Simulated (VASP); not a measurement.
# CO2 (Pbca) in VASP: further runs, part 3 of 3

VASP 6.6.1.

## Step 5: Single point, PBE (17.93 Å³/atom)

This run uses another cell than the first one, of 17.93 Å³/atom.

Contents of INCAR:

```
SYSTEM = CO2
PREC = Accurate
ENCUT = 520
EDIFF = 1E-7
ISMEAR = 0
SIGMA = 0.05
LREAL = .FALSE.
LASPH = .TRUE.
NELM = 60
ALGO = Normal
ISIF = 2
LWAVE = .FALSE.
LCHARG = .FALSE.
GGA = PE
NBANDS = 44
```

Contents of KPOINTS:

```
regular mesh
0
G
  4 4 4
  0 0 0
```

Contents of POSCAR:

```
CO2
1.0
    5.9444745057      0.0000000000      0.0000000000
    0.0000000000      5.9444745057      0.0000000000
    0.0000000000      0.0000000000      6.0895196836
C O
4 8
Direct
    0.0000000000      0.0000000000      0.0000000000
    0.5000000000      0.0000000000      0.5000000000
    0.5000000000      0.5000000000      0.0000000000
    0.0000000000      0.5000000000      0.5000000000
    0.1114834447      0.1114834447      0.1114834447
    0.3885165553      0.8885165553      0.6114834447
    0.6114834447      0.3885165553      0.8885165553
    0.8885165553      0.6114834447      0.3885165553
    0.8885165553      0.8885165553      0.8885165553
    0.6114834447      0.1114834447      0.3885165553
    0.3885165553      0.6114834447      0.1114834447
    0.1114834447      0.3885165553      0.6114834447
```

Potentials or basis: VASP PAW PBE potentials, release 64 (C, O).

Started as:

```bash
cat potpaw_PBE.64/C/POTCAR potpaw_PBE.64/O/POTCAR > POTCAR
mpirun -np 1 vasp_std > vasp.out
```

OUTCAR:

```text
SYSTEM = CO2
   PREC = Accurate
   ENCUT = 520
   EDIFF = 1E-7
   ISMEAR = 0
   LREAL = .FALSE.
   LASPH = .TRUE.
   NELM = 60
   ISIF = 2
   GGA = PE

 ion  position               nearest neighbor table
   1  0.000  0.000  0.000-   5 1.16   9 1.16
   2  0.500  0.000  0.500-   6 1.16  10 1.16
   3  0.500  0.500  0.000-   7 1.16  11 1.16
   4  0.000  0.500  0.500-   8 1.16  12 1.16
   5  0.111  0.111  0.111-   1 1.16
   6  0.389  0.889  0.611-   2 1.16
   7  0.611  0.389  0.889-   3 1.16
   8  0.889  0.611  0.389-   4 1.16
   9  0.889  0.889  0.889-   1 1.16
  10  0.611  0.111  0.389-   2 1.16
  11  0.389  0.611  0.111-   3 1.16
  12  0.111  0.389  0.611-   4 1.16

  LATTYP: Found a simple tetragonal cell.
 ALAT       =     5.9444745057
 C/A-ratio  =     1.0244000000

  Lattice vectors:

 A1 = (   5.9444745057,   0.0000000000,   0.0000000000)
 A2 = (   0.0000000000,   5.9444745057,   0.0000000000)
 A3 = (   0.0000000000,   0.0000000000,   6.0895196836)

Analysis of symmetry for initial positions (statically):
=====================================================================
 Subroutine PRICEL returns:
 Original cell was already a primitive cell.

 Routine SETGRP: Setting up the symmetry group for a
 simple tetragonal supercell.

 Subroutine GETGRP returns: Found  8 space group operations
 (whereof  2 operations were pure point group operations)
 out of a pool of 16 trial point group operations.

The static configuration has the point symmetry S_2 .
 The point group associated with its full space group is D_2h.

Analysis of symmetry for dynamics (positions and initial velocities):
=====================================================================
 Subroutine PRICEL returns:
 Original cell was already a primitive cell.

 Routine SETGRP: Setting up the symmetry group for a
 simple tetragonal supercell.

 Subroutine GETGRP returns: Found  8 space group operations
 (whereof  2 operations were pure point group operations)
 out of a pool of 16 trial point group operations.

The dynamic configuration has the point symmetry S_2 .
 The point group associated with its full space group is D_2h.

 Subroutine INISYM returns: Found  8 space group operations
 (whereof  2 operations are pure point group operations),
 and found     1 'primitive' translations

----------------------------------------------------------------------------------------

                                     Primitive cell

  volume of cell :     215.1840

  direct lattice vectors                    reciprocal lattice vectors
     5.944474506  0.000000000  0.000000000     0.168223448  0.000000000  0.000000000
     0.000000000  5.944474506  0.000000000     0.000000000  0.168223448  0.000000000
     0.000000000  0.000000000  6.089519684     0.000000000  0.000000000  0.164216564

  length of vectors
     5.944474506  5.944474506  6.089519684     0.168223448  0.168223448  0.164216564

  position of ions in fractional coordinates (direct lattice)
     0.000000000  0.000000000  0.000000000
     0.500000000  0.000000000  0.500000000
[... 55 lines left out ...]
  0.250000  0.000000  0.000000      2.000000
  0.000000  0.250000  0.000000      2.000000
  0.500000  0.000000  0.000000      1.000000
  0.000000  0.500000  0.000000      1.000000
  0.250000  0.250000  0.000000      4.000000
[... 16 lines left out ...]
  0.000000  0.500000  0.500000      1.000000
  0.250000  0.250000  0.500000      4.000000
 [... further k-points ...]
   k-points           NKPTS =     27   k-points in BZ     NKDIM =     27   number of bands    NBANDS=     44
   number of dos      NEDOS =    301   number of ions     NIONS =     12
   total plane-waves  NPLWV = 110592
   dimension x,y,z NGX =    48 NGY =   48 NGZ =   48
   dimension x,y,z NGXF=    96 NGYF=   96 NGZF=   96
   ions per type =               4   8
   NGX,Y,Z   is equivalent  to a cutoff of  13.42, 13.42, 13.10 a.u.
   NGXF,Y,Z  is equivalent  to a cutoff of  26.85, 26.85, 26.21 a.u.
 SYSTEM =  CO2
   PREC   = accura    normal or accurate (medium, high low for compatibility)
   ISTART =      0    job   : 0-new  1-cont  2-samecut
   ICHARG =      2    charge: 1-file 2-atom 10-const
   ISPIN  =      1    spin polarized calculation?
   LNONCOLLINEAR =      F non collinear calculations
   LSORBIT =      F    spin-orbit coupling
   LASPH  =      T    aspherical Exc in radial PAW
   ENCUT  =  520.0 eV  38.22 Ry    6.18 a.u.  11.05 11.05 11.32*2*pi/ulx,y,z
   NELM   =     60;   NELMIN=  2; NELMDL= -5     # of ELM steps
   EDIFF  = 0.1E-06   stopping-criterion for ELM
   LREAL  =      F    real-space projection
   EDIFFG = 0.1E-05   stopping-criterion for IOM
   NSW    =      0    number of steps for IOM
   IBRION =     -1    ionic relax: 0-MD 1-quasi-New 2-CG
   NFREE  =      0    steps in history (QN), initial steepest desc. (CG)
   ISIF   =      2    stress and relaxation
   ISYM   =      2    0-nonsym 1-usesym 2-fastsym
   POTIM  = 0.5000    time-step for ionic-motion
   TEBEG  =    0.0;   TEEND  =   0.0 temperature during run
   PSTRESS=    0.0 pullay stress
   NELECT =      64.0000    total number of electrons
   NUPDOWN=      -1.0000    fix difference up-down
   EMIN   =  10.00;   EMAX   =-10.00  energy-range for DOS
   EFERMI =   0.00;   METHOD = LEGACY
   ISMEAR =     0;   SIGMA  =   0.05  broadening in eV -4-tet -1-fermi 0-gaus
   EFERMI_NEDOS =   21; number of points for ismear=-14 and -15
   IALGO  =     38    algorithm
   IMIX   =      4    mixing-type and parameters
     AMIX     =   0.40;   BMIX     =  1.00
     AMIX_MAG =   1.60;   BMIX_MAG =  1.00
  volume/ion in A,a.u.               =      17.93       121.01
  Fermi-wavevector in a.u.,A,eV,Ry     =   1.092777  2.065049 16.247551  1.194161
  Thomas-Fermi vector in A             =   2.229049
   LORBIT       =      0    0 simple, 1 ext, 2 COOP (PROOUT), +10 PAW based schemes
   GGA     = PE    functional components
   LHFCALC =     F    Hartree Fock is set to
   AEXX    =    0.0000 exact exchange contribution
   IVDW    =     0    specifies the selected vdW correction
   LEPSILON=     F    determine dielectric tensor
   LRPA    =     F    only Hartree local field effects (RPA)
 non-spin polarized calculation
 Gauss-broadening in eV      SIGMA  =   0.05
  energy-cutoff  :      520.00
  volume of cell :      215.18
 maximum number of plane-waves:      5840
 NGX is ok and might be reduce to    48
   NGX = 23   NGY = 23   NGZ = 23

 number of electron      64.0000010 magnetization

 Free energy of the ion-electron system (eV)
  ---------------------------------------------------
  ext. energy  EPLUGINS =         0.00000000
  ---------------------------------------------------
  free energy    TOTEN  =       -92.13457866 eV

  energy without entropy =      -92.13457866  energy(sigma->0) =      -92.13457866

 E-fermi :  -4.3807     XC(G=0):  -6.9874

 val. band max:       -4.6917173083   @ k =   0.0000   0.0000   0.0000
 cond. band min:       2.0188406688   @ k =   0.0000   0.0000   0.0000
 fundamental gap:      6.7105579772
 Fermi energy:        -4.3806986748

 k-point     1 :       0.0000    0.0000    0.0000
  band No.  band energies     occupation
      1     -25.2299      2.00000
      2     -25.1404      2.00000
      3     -25.1353      2.00000
      4     -25.1346      2.00000
      5     -24.1731      2.00000
      6     -24.1688      2.00000
[... 1117 lines left out ...]
     43       5.4620      0.00000
     44       5.4620      0.00000

 [... further k-points ...]
[... 5 lines left out ...]
  --------------------------------------------------------------------------------------
  -------------------------------------------------------------------------------------
  Total        5.9237654      5.9281329      6.1026974      0.0000000      0.0000000      0.0000000
  in kB       44.1060799     44.1385982     45.4383383      0.0000000      0.0000000      0.0000000
  external PRESSURE =      44.5610055 kB  Pullay stress =       0.0000000 kB

 VOLUME and BASIS-vectors are now :
 -----------------------------------------------------------------------------
  energy-cutoff  :      520.00
  volume of cell :      215.18
      direct lattice vectors                 reciprocal lattice vectors
     5.944474506  0.000000000  0.000000000     0.168223448  0.000000000  0.000000000
     0.000000000  5.944474506  0.000000000     0.000000000  0.168223448  0.000000000
     0.000000000  0.000000000  6.089519684     0.000000000  0.000000000  0.164216564

 POSITION                                       TOTAL-FORCE (eV/Angst)
 -----------------------------------------------------------------------------------
      0.00000      0.00000      0.00000         0.000000      0.000000     -0.000000
      2.97224      0.00000      3.04476         0.000000      0.000000     -0.000000
      2.97224      2.97224      0.00000         0.000000      0.000000     -0.000000
      0.00000      2.97224      3.04476         0.000000      0.000000     -0.000000
      0.66271      0.66271      0.67888         1.154031      1.157532      1.180275
      2.30953      5.28176      3.72364        -1.154031     -1.157532      1.180275
      3.63495      2.30953      5.41064         1.154031     -1.157532     -1.180275
      5.28176      3.63495      2.36588        -1.154031      1.157532     -1.180275
      5.28176      5.28176      5.41064        -1.154031     -1.157532     -1.180275
      3.63495      0.66271      2.36588         1.154031      1.157532     -1.180275
      2.30953      3.63495      0.67888        -1.154031      1.157532      1.180275
      0.66271      2.30953      3.72364         1.154031     -1.157532      1.180275
 -----------------------------------------------------------------------------------
    total drift:                                0.000000      0.000000      0.000000

  FREE ENERGIE OF THE ION-ELECTRON SYSTEM (eV)
  ---------------------------------------------------
  free  energy   TOTEN  =       -92.1345786574 eV

  energy  without entropy=      -92.1345786574  energy(sigma->0) =      -92.13457866
```

Run time: 6.2 min. Hardware: 1 thread of Oxide Virtual Turin-like, shared host; peak memory 0.38 GiB.

What came out:

```
Free energy            : -92.1346 eV
Pressure               : 4.5 GPa
Largest force          : 2.016 eV/Å
Band gap on the k mesh : 6.71 eV
```

Forces on the atoms (eV/Å):
```
C    0.000  0.000  0.000
C    0.000  0.000  0.000
C    0.000  0.000  0.000
C    0.000  0.000  0.000
O    1.154  1.158  1.180
O   -1.154 -1.158  1.180
O    1.154 -1.158 -1.180
O   -1.154  1.158 -1.180
O   -1.154 -1.158 -1.180
O    1.154  1.158 -1.180
O   -1.154  1.158  1.180
O    1.154 -1.158  1.180
```

Stress tensor (GPa, compression positive):
```
4.41 0.00 0.00
0.00 4.41 0.00
0.00 0.00 4.54
```

Levels at points of the mesh, in eV from the valence-band top:
```csv
k point,band 30,band 31,band 32,band 33,band 34,band 35
"(0.00, 0.00, 0.00)",-0.13,-0.03,0.00,6.71,8.38,8.40
"(0.50, 0.00, 0.00)",-0.19,-0.07,-0.07,8.04,8.04,8.34
"(0.00, 0.50, 0.00)",-0.19,-0.07,-0.07,8.04,8.04,8.31
"(0.50, 0.50, 0.00)",-0.18,-0.18,-0.18,8.29,8.29,8.29
"(0.00, 0.00, 0.50)",-0.20,-0.06,-0.06,7.98,7.98,8.32
"(0.50, 0.00, 0.50)",-0.18,-0.18,-0.18,8.29,8.29,8.29
"(0.00, 0.50, 0.50)",-0.19,-0.19,-0.19,8.28,8.28,8.28
"(0.50, 0.50, 0.50)",-0.19,-0.19,-0.19,8.36,8.36,8.36
```

Caveat: the cell stands under pressure; this functional lacks dispersion, which holds the molecules together, so the pressure and a relaxed volume are unreliable; forces of over 1 eV/Å act on the atoms, so gaps and moduli don't describe the material at rest. A k mesh can miss the band edges.

## Step 6: Summary

| cell | gap on the mesh (eV) | pressure (GPa) | largest force (eV/Å) |
| --- | --- | --- | --- |
| a = 5.878, b = 5.878, c = 6.022 Å, 12 atoms | 6.82 | 8.3 | 3.57 |
| a = 5.810, b = 5.810, c = 5.952 Å, 12 atoms | 6.95 | 12.7 | 5.31 |
| a = 6.107, b = 6.107, c = 5.961 Å, 12 atoms | 6.60 | 1.2 | 0.62 |
| a = 5.944, b = 5.944, c = 6.090 Å, 12 atoms | 6.71 | 4.5 | 2.02 |

Alike in all rows: task single point; level PBE; potentials or basis VASP PAW PBE potentials, release 64 (C, O); no spin polarisation; k mesh 4 × 4 × 4; cutoff (eV) 520; smearing gaussian 0.05 eV.

Caveats: this functional lacks dispersion, which holds the molecules together, so the pressure and a relaxed volume are unreliable; the cell stands under pressure (at least some runs); forces of over 1 eV/Å act on the atoms, so gaps and moduli don't describe the material at rest (at least some runs).

Total energies depend on the potentials used, so only differences within one code and one set of settings carry meaning.
